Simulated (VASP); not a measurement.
## ScRu3: relaxation of the atoms with PBE

ScRu3:

```
CELL_PARAMETERS angstrom
3.97782 0.00000 0.00000
0.00000 3.97782 0.00000
0.00000 0.00000 3.93844
ATOMIC_POSITIONS crystal
Ru 0.50000 0.50000 0.00000
Ru 0.50000 0.00000 0.50000
Ru 0.00000 0.50000 0.50000
Sc 0.00000 0.00000 0.00000
```

| Item | Value |
| --- | --- |
| Program | VASP 6.6.1 |
| Task | relaxation of the atoms |
| Functional | PBE |
| Potentials or basis | VASP PAW PBE potentials, release 64 (Ru_pv, Sc_sv) |
| Cutoff | 520 eV |
| k mesh | 6 × 6 × 6 |
| Occupations | fermi-dirac, width 0.05 eV |
| Spin | no spin polarisation |
| Dipole correction | no |
| Further INCAR settings | ALGO = Fast; EDIFF = 1e-06; IBRION = 2; EDIFFG = -0.01; NSW = 60 |

* Pressure after relaxing: -5.5 GPa
* Band gap on the k mesh: zero (an odd number of electrons rules out a gap without spin polarisation)

Stress tensor (GPa, compression positive):
```
-5.91  0.00  0.00
 0.00 -5.91  0.00
 0.00  0.00 -4.82
```

Final structure:
```yaml
crystal:
  lattice:
    - [3.97782, 0.00000, 0.00000]
    - [0.00000, 3.97782, 0.00000]
    - [0.00000, 0.00000, 3.93844]
  atoms:
    - { symbol: Ru, position: [0.50000, 0.50000, 0.00000] }
    - { symbol: Ru, position: [0.50000, 0.00000, 0.50000] }
    - { symbol: Ru, position: [0.00000, 0.50000, 0.50000] }
    - { symbol: Sc, position: [0.00000, 0.00000, 0.00000] }
```

Levels at points of the mesh, in eV from the Fermi level:
```tsv
k point	band 25	band 26	band 27	band 28	band 29	band 30
(0.00, 0.00, 0.00)	0.71	1.75	2.14	2.21	2.22	3.78
(0.50, 0.00, 0.00)	-0.57	-0.17	-0.15	-0.07	0.94	2.23
(0.50, 0.50, 0.00)	-0.72	-0.70	-0.70	-0.08	0.11	0.18
(0.00, 0.00, 0.50)	-0.50	-0.20	-0.20	-0.04	0.89	2.14
(0.50, 0.00, 0.50)	-0.68	-0.68	-0.67	-0.07	0.14	0.21
(0.50, 0.50, 0.50)	-0.42	1.07	1.57	1.58	1.58	1.76
```

It took 85 s on 1 thread of AMD EPYC 7R43 64-Core Processor (Zen 3), on a shared host, peak memory 0.17 GiB.
